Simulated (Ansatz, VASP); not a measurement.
One calculation of Fe, two programs

POSCAR

```
Fe
1.0
   -1.4377319084      1.4377319084      1.4377319084
    1.4377319084     -1.4377319084      1.4377319084
    1.4377319084      1.4377319084     -1.4377319084
Fe
1
Direct
    0.0000000000      0.0000000000      0.0000000000
```

Contents of INCAR.step1:

```
ALGO = Normal ; EDIFF = 1E-4
ENCUT = 520 ; GGA = PE
ISMEAR = 0 ; ISPIN = 2
LASPH = T ; LCHARG = F
LMAXMIX = 4 ; LREAL = F
LWAVE = T ; MAGMOM = 3.02
NBANDS = 14 ; NELM = 150
PREC = Accurate ; SIGMA = 0.05
```

The input INCAR.step2:

```
ALGO = Normal ; EDIFF = 1E-7
ENCUT = 520 ; ISIF = 2
ISMEAR = 0 ; ISPIN = 2
ISTART = 1 ; LASPH = T
LCHARG = T ; LELF = T
LMAXMIX = 4 ; LMIXTAU = T
LORBIT = 11 ; LREAL = F
LVHAR = T ; LWAVE = F
MAGMOM = 3.02 ; METAGGA = R2SCAN
NBANDS = 14 ; NELM = 150
PREC = Accurate ; SIGMA = 0.05
```

Contents of KPOINTS:

```
k-points
0
Gamma
  22 22 22
```

Input for Ansatz:

```yaml
crystal:
  lattice:
    - [-1.4377319084, 1.4377319084, 1.4377319084]
    - [1.4377319084, -1.4377319084, 1.4377319084]
    - [1.4377319084, 1.4377319084, -1.4377319084]
  atoms:
    - { symbol: Fe, position: [0.0, 0.0, 0.0], spin: 3.02 }
basis:
  ecutwfc: 500
  ecutrho_ratio: 4
kpoints:
  mp_grid: { grid: [22, 22, 22] }
hamiltonian:
  xc: r2scan
scf:
  occupations: { method: gaussian, width: 0.05 }
output:
  forces: true
  stress: true
  eigenvalues: true
  populations: true
magnetization:
  spin_polarized: true
```

Alike in both runs: task single point; functional r2SCAN; k mesh 22 × 22 × 22; occupations gaussian, width 0.05 eV; collinear spin.

|  | VASP | Ansatz |
| --- | --- | --- |
| version | VASP 6.6.1 | Ansatz 0.2.0 |
| potentials or method | VASP PAW PBE potentials, release 64 (Fe), cutoff 520 eV | scalar-relativistic, plane waves, PAW |
| valence electrons in the cell | 8 | 16 |

|  | VASP | Ansatz | Ansatz less VASP |
| --- | --- | --- | --- |
| gap on the k mesh at the Fermi level (eV) | none | none | - |
| pressure (GPa) | -1.7 | -1.4 | +0.29 |
| net moment per atom (μB) | 2.67 | 2.67 | 0.000 |
| size of the moment on the site where the two differ most (μB) | 2.74 | 2.83 | +0.085 |

VASP's potentials were made for PBE, not for r2SCAN. Site moments also hang on the region over which each program counts them. A gap of «none» marks a metal or a gap that the smearing closes. The functional is the same, so the differences come from potentials, cutoffs and numerics. VASP's potentials hold 8 valence electrons a cell and Ansatz's 16, so a difference there can come from the potentials and not from the codes. Ansatz's warnings: stability check not made.
